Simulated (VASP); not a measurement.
Write the native input for VASP 6.6.1 that does the following.

| Item | Value |
| --- | --- |
| Task | single point |
| Functional | PBEsol |
| Dispersion | D3(BJ) |
| Potentials or basis | VASP PAW PBE potentials, release 64 (Al) |
| Cutoff | 520 eV |
| k mesh | 18 × 18 × 10 |
| Occupations | gaussian, width 0.15 eV |
| Spin | no spin polarisation |
| Dipole correction | no |
| Further INCAR settings | ALGO = Normal; EDIFF = 1e-07; NBANDS = 10 |

The structure of Al lies in POSCAR:

```
Al
1.0
    2.7421439677      0.0000000000      0.0000000000
   -1.3710719838      2.3747663369      0.0000000000
    0.0000000000      0.0000000000      5.1101925000
Al
2
Direct
    0.6666666667      0.3333333333      0.7500000000
    0.3333333333      0.6666666667      0.2500000000
```

This cell differs from its parent crystal: strain -0.025 along x and y, +0.050 along z.

These files were run (other wordings do the same):

INCAR

```
  PREC = Accurate
  ENCUT = 520
  EDIFF = 1E-7
  ISMEAR = 0
  SIGMA = 0.15
  LREAL = F
  LASPH = T
  NELM = 60
  ALGO = Normal
  ISIF = 2
  LWAVE = F
  LCHARG = F
  GGA = PS
  IVDW = 12
  NBANDS = 10
```

KPOINTS

```
regular mesh
0
Gamma
  18 18 10
```

Potentials or basis: VASP PAW PBE potentials, release 64 (Al).

Launch:

```console
$ cat potpaw_PBE.64/Al/POTCAR > POTCAR
$ mpirun -np 1 vasp_std > vasp.out
```

It gave:

```json
{
  "Pressure": "-2.9 GPa",
  "Band gap on the k mesh": "zero (band 3 reaches 10.79 eV, above the bottom of band 4 at 4.96 eV)",
  "Dispersion energy per atom": "-0.315 eV"
}
```

Caveat: the cell differs from its parent crystal (strain -0.025 along x and y, +0.050 along z); the PAW data sets were made with another functional, which shifts forces and pressure a little; pairwise dispersion overbinds metals, which lowers pressure and volume.

Wall time 35 s on 1 thread of Intel Xeon 6975P-C, on a shared host, peak memory 0.19 GiB.
